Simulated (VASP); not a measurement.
The system is KI.

```
CELL_PARAMETERS angstrom
4.29094 -0.06587 0.00000
-0.06587 4.29094 0.00000
0.00000 0.00000 4.29094
ATOMIC_POSITIONS crystal
K 0.00000 0.00000 0.00000
I 0.50000 0.50000 0.50000
```

This cell differs from its parent crystal: shear xy strain -3.1%.

Base run:

```yaml
Program: VASP 6.6.1
Functional: r2SCAN
Potentials_or_basis: VASP PAW PBE potentials, release 64 (K_sv, I)
Cutoff: 520 eV
k_mesh: 6 × 6 × 6
Occupations: gaussian, width 0.01 eV
Spin: no spin polarisation
```

Its results: band gap on the k mesh 4.04 eV, indirect (least direct gap 4.38 eV); pressure 0.0 GPa.

Task: The run is repeated on the same cell with these changes: functional from r2SCAN to PBE; occupations from gaussian, width 0.01 eV to fermi-dirac, width 0.02 eV. What comes out?

Result: Band gap on the k mesh 3.33 eV, indirect (least direct gap 3.67 eV); pressure 0.5 GPa.

Caveats: spin-orbit coupling is left out, which moves the levels of the heavy elements; the PAW data sets were made with another functional, which shifts forces and pressure a little (some runs).

A k mesh can miss the band edges.
